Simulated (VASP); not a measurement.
# Ta4O (P1) in VASP: further runs

The runs below take Ta4O through single point, with PBE.

Program: VASP 6.6.1. These are calculated values, not measurements. Logs are shortened: lines on timing, memory, paths and dates and some standing lists are left out, and cuts for length are marked.

### 1 The cell of the first run

The typed cell holds 5 atoms: a = 3.232 Å, b = 3.261 Å, c = 7.384 Å, α = 90.85°, β = 88.98°, γ = 90.54°.

### 2 Single point, PBE

INCAR reads:

```
SYSTEM = Ta4O
PREC     = Accurate       ! precision mode
ENCUT    = 520            ! plane-wave cutoff, eV
EDIFF    = 1E-7           ! SCF threshold, eV
ISMEAR   = 0              ! smearing method
SIGMA    = 0.1            ! smearing width, eV
LREAL    = .FALSE.        ! projectors in reciprocal space
LASPH    = .TRUE.         ! aspherical terms in the spheres
NELM     = 60             ! most SCF steps
ALGO     = Normal         ! electronic algorithm
ISIF     = 2              ! what is computed and relaxed
LWAVE    = .FALSE.        ! write WAVECAR
LCHARG   = .FALSE.        ! write CHGCAR
GGA      = PE             ! functional
NBANDS   = 33             ! bands
```

KPOINTS reads:

```
Automatic mesh
0
G
  6 6 2
  0 0 0
```

POSCAR reads:

```
Ta4O
1.0
    3.2320470291     -0.0152481768      0.0288595295
   -0.0152481768      3.2607564900     -0.0239794059
    0.0656424534     -0.0545423666      7.3830922482
Ta O
4 1
Direct
    0.0557881040      0.0175980815      0.4959207976
    0.5099888585      0.4844793375      0.7830196518
    0.4958958890      0.5104955771      0.2247411169
    0.0271957279      0.0119959521     -0.0099535760
    0.4860972249      0.4512680640      0.5148622201
```

Potentials or basis: VASP PAW PBE potentials, release 64 (Ta_pv, O).

The run is started by

```console
> cat potpaw_PBE.64/Ta_pv/POTCAR potpaw_PBE.64/O/POTCAR > POTCAR
> mpirun -np 1 vasp_std > vasp.out
```

OUTCAR:

```text
SYSTEM = Ta4O
   PREC = Accurate
   ENCUT = 520
   EDIFF = 1E-7
   ISMEAR = 0
   LREAL = .FALSE.
   LASPH = .TRUE.
   NELM = 60
   ISIF = 2
   GGA = PE

 ion  position               nearest neighbor table
   1  0.056  0.018  0.496-   5 1.98   5 2.33   5 2.33   5 2.60   3 2.93   3 2.93   2 2.99   2 3.12
                             2 3.15   3 3.16   3 3.19   2 3.25
   2  0.510  0.484  0.783-   5 1.98   4 2.66   4 2.76   4 2.78   4 2.84   1 2.99   1 3.12   1 3.15
                             1 3.25   3 3.26
   3  0.496  0.510  0.225-   5 2.15   4 2.81   4 2.86   4 2.91   4 2.92   1 2.93   1 2.93   1 3.16
                             1 3.19   2 3.26
   4  0.027  0.012  0.990-   2 2.66   2 2.76   2 2.78   3 2.81   2 2.84   3 2.86   3 2.91   3 2.92

   5  0.486  0.451  0.515-   1 1.98   2 1.98   3 2.15   1 2.33   1 2.33   1 2.60

  LATTYP: Found a triclinic cell.
 ALAT       =     3.2322118398
 B/A-ratio  =     1.4137652929
 C/A-ratio  =     2.2843754906
 COS(alpha) =     0.0020797679
 COS(beta)  =     0.0178528455
 COS(gamma) =     0.7005810707

  Lattice vectors:

 A1 = (   3.2320470291,  -0.0152481768,   0.0288595295)
 A2 = (   3.2167988523,   3.2455083132,   0.0048801236)
 A3 = (   0.0656424534,  -0.0545423666,   7.3830922482)

Analysis of symmetry for initial positions (statically):
=====================================================================
 Subroutine PRICEL returns:
 Original cell was already a primitive cell.

 Routine SETGRP: Setting up the symmetry group for a
 triclinic supercell.

 Subroutine GETGRP returns: Found  1 space group operations
 (whereof  1 operations were pure point group operations)
 out of a pool of  2 trial point group operations.

The static configuration has the point symmetry C_1 .

Analysis of symmetry for dynamics (positions and initial velocities):
=====================================================================
 Subroutine PRICEL returns:
 Original cell was already a primitive cell.

 Routine SETGRP: Setting up the symmetry group for a
 triclinic supercell.

 Subroutine GETGRP returns: Found  1 space group operations
 (whereof  1 operations were pure point group operations)
 out of a pool of  2 trial point group operations.

The dynamic configuration has the point symmetry C_1 .

 Subroutine INISYM returns: Found  1 space group operations
 (whereof  1 operations are pure point group operations),
 and found     1 'primitive' translations

----------------------------------------------------------------------------------------

                                     Primitive cell

  volume of cell :      77.7977

  direct lattice vectors                    reciprocal lattice vectors
     3.232047029 -0.015248177  0.028859530     0.309432641  0.001426836 -0.002740599
    -0.015248177  3.260756490 -0.023979406     0.001426836  0.306700542  0.002253055
     0.065642453 -0.054542367  7.383092248    -0.001204897  0.000990550  0.135462633

  length of vectors
     3.232211840  3.260880311  7.383585508     0.309448067  0.306712137  0.135471613

  position of ions in fractional coordinates (direct lattice)
     0.055788104  0.017598081  0.495920798
     0.509988859  0.484479337  0.783019652
     0.495895889  0.510495577  0.224741117
     0.027195728  0.011995952  0.990046424
     0.486097225  0.451268064  0.514862220

  ion indices of the primitive-cell ions
   primitive index   ion index
                 1           1
                 2           2
                 3           3
                 4           4
                 5           5

----------------------------------------------------------------------------------------

 KPOINTS: Automatic mesh

Automatic generation of k-mesh.
 Grid dimensions read from file:
 generate k-points for:    6    6    2

 Generating k-lattice:

  Cartesian coordinates                     Fractional coordinates (reciprocal lattice)
     0.051572107  0.000237806 -0.000456766     0.166666667  0.000000000  0.000000000
     0.000237806  0.051116757  0.000375509    -0.000000000  0.166666667  0.000000000
    -0.000602449  0.000495275  0.067731317     0.000000000 -0.000000000  0.500000000

  Length of vectors
     0.051574678  0.051118689  0.067735807

  Shift w.r.t. Gamma in fractional coordinates (k-lattice)
     0.000000000  0.000000000  0.000000000

 Subroutine IBZKPT returns following result:
 ===========================================

 Found     40 irreducible k-points:

 Following reciprocal coordinates:
            Coordinates               Weight
  0.000000  0.000000  0.000000      1.000000
  0.166667 -0.000000 -0.000000      2.000000
  0.333333  0.000000  0.000000      2.000000
  0.500000 -0.000000  0.000000      1.000000
  0.000000  0.166667  0.000000      2.000000
  0.166667  0.166667 -0.000000      2.000000
[... 16 lines left out ...]
  0.333333  0.000000  0.500000      2.000000
  0.500000  0.000000  0.500000      1.000000
 [... further k-points ...]
   k-points           NKPTS =     40   k-points in BZ     NKDIM =     40   number of bands    NBANDS=     33
   number of dos      NEDOS =    301   number of ions     NIONS =      5
   total plane-waves  NPLWV =  32256
   dimension x,y,z NGX =    24 NGY =   24 NGZ =   56
   dimension x,y,z NGXF=    48 NGYF=   48 NGZF=  112
   ions per type =               4   1
   NGX,Y,Z   is equivalent  to a cutoff of  12.34, 12.24, 12.61 a.u.
   NGXF,Y,Z  is equivalent  to a cutoff of  24.69, 24.47, 25.22 a.u.
 SYSTEM =  Ta4O
   PREC   = accura    normal or accurate (medium, high low for compatibility)
   ISTART =      0    job   : 0-new  1-cont  2-samecut
   ICHARG =      2    charge: 1-file 2-atom 10-const
   ISPIN  =      1    spin polarized calculation?
   LNONCOLLINEAR =      F non collinear calculations
   LSORBIT =      F    spin-orbit coupling
   LASPH  =      T    aspherical Exc in radial PAW
   ENCUT  =  520.0 eV  38.22 Ry    6.18 a.u.   6.01  6.06 13.73*2*pi/ulx,y,z
   NELM   =     60;   NELMIN=  2; NELMDL= -5     # of ELM steps
   EDIFF  = 0.1E-06   stopping-criterion for ELM
   LREAL  =      F    real-space projection
   EDIFFG = 0.1E-05   stopping-criterion for IOM
   NSW    =      0    number of steps for IOM
   IBRION =     -1    ionic relax: 0-MD 1-quasi-New 2-CG
   NFREE  =      0    steps in history (QN), initial steepest desc. (CG)
   ISIF   =      2    stress and relaxation
   ISYM   =      2    0-nonsym 1-usesym 2-fastsym
   POTIM  = 0.5000    time-step for ionic-motion
   TEBEG  =    0.0;   TEEND  =   0.0 temperature during run
   PSTRESS=    0.0 pullay stress
   NELECT =      50.0000    total number of electrons
   NUPDOWN=      -1.0000    fix difference up-down
   EMIN   =  10.00;   EMAX   =-10.00  energy-range for DOS
   EFERMI =   0.00;   METHOD = LEGACY
   ISMEAR =     0;   SIGMA  =   0.10  broadening in eV -4-tet -1-fermi 0-gaus
   EFERMI_NEDOS =   21; number of points for ismear=-14 and -15
   IALGO  =     38    algorithm
   IMIX   =      4    mixing-type and parameters
     AMIX     =   0.40;   BMIX     =  1.00
     AMIX_MAG =   1.60;   BMIX_MAG =  1.00
  volume/ion in A,a.u.               =      15.56       105.00
  Fermi-wavevector in a.u.,A,eV,Ry     =   1.412784  2.669775 27.156676  1.995959
  Thomas-Fermi vector in A             =   2.534497
   LORBIT       =      0    0 simple, 1 ext, 2 COOP (PROOUT), +10 PAW based schemes
   GGA     = PE    functional components
   LHFCALC =     F    Hartree Fock is set to
   AEXX    =    0.0000 exact exchange contribution
   IVDW    =     0    specifies the selected vdW correction
   LEPSILON=     F    determine dielectric tensor
   LRPA    =     F    only Hartree local field effects (RPA)
 non-spin polarized calculation
 Gauss-broadening in eV      SIGMA  =   0.10
  energy-cutoff  :      520.00
  volume of cell :       77.80
 maximum number of plane-waves:      2119
   NGX = 13   NGY = 13   NGZ = 27

 number of electron      50.0000003 magnetization

 Free energy of the ion-electron system (eV)
  ---------------------------------------------------
  ext. energy  EPLUGINS =         0.00000000
  ---------------------------------------------------
  free energy    TOTEN  =       -54.46603612 eV

  energy without entropy =      -54.45165485  energy(sigma->0) =      -54.45884548

 E-fermi :   6.4660     XC(G=0): -12.6389

 val. band max:        6.4622547834   @ k =   0.1667   0.3333  -0.0000
 cond. band min:       6.4817945006   @ k =   0.3333   0.1667  -0.0000
 fundamental gap:      0.0195397172
 Fermi energy:         6.4659899274

 k-point     1 :       0.0000    0.0000    0.0000
  band No.  band energies     occupation
      1     -29.0040      2.00000
      2     -28.8943      2.00000
      3     -28.6268      2.00000
      4     -28.1294      2.00000
      5     -28.0002      2.00000
      6     -27.7906      2.00000
[... 25 lines left out ...]
     32       8.9518      0.00000
     33       9.2244      0.00000

 k-point     2 :       0.1667   -0.0000   -0.0000
  band No.  band energies     occupation
      1     -29.0748      2.00000
      2     -28.9203      2.00000
      3     -28.6095      2.00000
      4     -28.1560      2.00000
      5     -28.0354      2.00000
      6     -27.7963      2.00000
[... 25 lines left out ...]
     32       9.4277      0.00000
     33       9.6238      0.00000

 k-point     3 :       0.3333    0.0000    0.0000
  band No.  band energies     occupation
      1     -29.2632      2.00000
      2     -28.9071      2.00000
      3     -28.5944      2.00000
      4     -28.2048      2.00000
      5     -28.0863      2.00000
      6     -27.8729      2.00000
[... 25 lines left out ...]
     32       9.5389      0.00000
     33       9.9909      0.00000

 k-point     4 :       0.5000   -0.0000    0.0000
  band No.  band energies     occupation
      1     -29.3557      2.00000
      2     -28.8956      2.00000
      3     -28.6022      2.00000
      4     -28.2227      2.00000
      5     -28.0827      2.00000
      6     -27.9294      2.00000
[... 673 lines left out ...]
     32       8.8091      0.00000
     33       9.1676      0.00000

 k-point    23 :       0.3333    0.0000    0.5000
  band No.  band energies     occupation
      1     -29.2557      2.00000
      2     -28.9071      2.00000
      3     -28.6062      2.00000
      4     -28.1739      2.00000
      5     -28.0854      2.00000
      6     -27.9145      2.00000
[... 25 lines left out ...]
     32       9.4119      0.00000
     33       9.6785      0.00000

 k-point    24 :       0.5000    0.0000    0.5000
  band No.  band energies     occupation
      1     -29.3452      2.00000
      2     -28.8956      2.00000
      3     -28.5874      2.00000
      4     -28.2503      2.00000
      5     -28.1576      2.00000
      6     -27.9019      2.00000
[... 25 lines left out ...]
     32       9.8760      0.00000
     33      10.3606      0.00000

 [... further k-points ...]
[... 5 lines left out ...]
  --------------------------------------------------------------------------------------
  -------------------------------------------------------------------------------------
  Total        3.8067683      3.8513909      3.2092825      2.9424184      0.4122863      0.1999774
  in kB       78.3971161     79.3160802     66.0924106     60.5965740      8.4906804      4.1183626
  external PRESSURE =      74.6018690 kB  Pullay stress =       0.0000000 kB

 VOLUME and BASIS-vectors are now :
 -----------------------------------------------------------------------------
  energy-cutoff  :      520.00
  volume of cell :       77.80
      direct lattice vectors                 reciprocal lattice vectors
     3.232047029 -0.015248177  0.028859530     0.309432641  0.001426836 -0.002740599
    -0.015248177  3.260756490 -0.023979406     0.001426836  0.306700542  0.002253055
     0.065642453 -0.054542367  7.383092248    -0.001204897  0.000990550  0.135462633

 POSITION                                       TOTAL-FORCE (eV/Angst)
 -----------------------------------------------------------------------------------
      0.21259      0.02948      3.66262        -2.390229     -1.935147      0.023029
      1.69232      1.52928      5.78421         1.163309      0.924843      1.078768
      1.60973      1.64478      1.66135         0.984686      0.195461     -0.587968
      0.15270     -0.01530      7.31010        -1.081792     -0.594222      1.331874
      1.59800      1.43598      3.80448         1.324026      1.409065     -1.845703
 -----------------------------------------------------------------------------------
    total drift:                                0.000462     -0.000300     -0.000386

  FREE ENERGIE OF THE ION-ELECTRON SYSTEM (eV)
  ---------------------------------------------------
  free  energy   TOTEN  =       -54.4660361151 eV

  energy  without entropy=      -54.4516548507  energy(sigma->0) =      -54.45884548
```

Run time: 66 s. Hardware: 1 thread of AMD EPYC 9R45 (Zen 5), shared host; peak memory 0.19 GiB.

What came out:

```yaml
Free_energy: -54.4660 eV
Pressure: 7.5 GPa
Largest_force: 3.075 eV/Å
Band_gap_on_the_k_mesh: zero (band 25 reaches 6.84 eV, above the bottom of band 26 at 5.94 eV)
```

Forces in eV/Å, atoms in the order of the input:
```
Ta  -2.390 -1.935  0.023
Ta   1.163  0.925  1.079
Ta   0.985  0.195 -0.588
Ta  -1.082 -0.594  1.332
O    1.324  1.409 -1.846
```

Levels at points of the mesh, in eV from the Fermi level:
| k point | band 22 | band 23 | band 24 | band 25 | band 26 | band 27 | band 28 | band 29 |
| --- | --- | --- | --- | --- | --- | --- | --- | --- |
| (0.00, 0.00, 0.00) | -1.57 | -0.60 | -0.28 | -0.05 | 0.73 | 0.96 | 1.23 | 1.29 |
| (0.50, 0.00, 0.00) | -1.23 | -0.88 | -0.56 | 0.32 | 0.68 | 1.05 | 1.31 | 1.46 |
| (0.00, 0.50, 0.00) | -1.16 | -0.84 | -0.57 | 0.27 | 0.63 | 0.96 | 1.44 | 1.82 |
| (0.50, 0.50, 0.00) | -1.52 | -1.37 | -0.71 | -0.59 | 1.02 | 2.20 | 2.83 | 3.33 |
| (0.00, 0.00, 0.50) | -0.70 | -0.47 | -0.08 | 0.14 | 0.51 | 0.88 | 1.15 | 1.46 |
| (0.50, 0.00, 0.50) | -1.23 | -1.06 | -0.58 | -0.45 | 0.79 | 1.39 | 1.78 | 2.03 |
| (0.00, 0.50, 0.50) | -1.07 | -0.94 | -0.56 | -0.26 | 0.71 | 1.13 | 1.63 | 1.91 |
| (0.50, 0.50, 0.50) | -1.71 | -1.68 | 0.03 | 0.19 | 0.54 | 2.01 | 2.28 | 3.33 |

Caveat: the k points lie up to 0.43 Å⁻¹ apart; spin-orbit coupling is left out, which moves the levels of the heavy elements; forces of over 1 eV/Å act on the atoms, so gaps and moduli don't describe the material at rest.

(Part 1 of 2 ends here.)
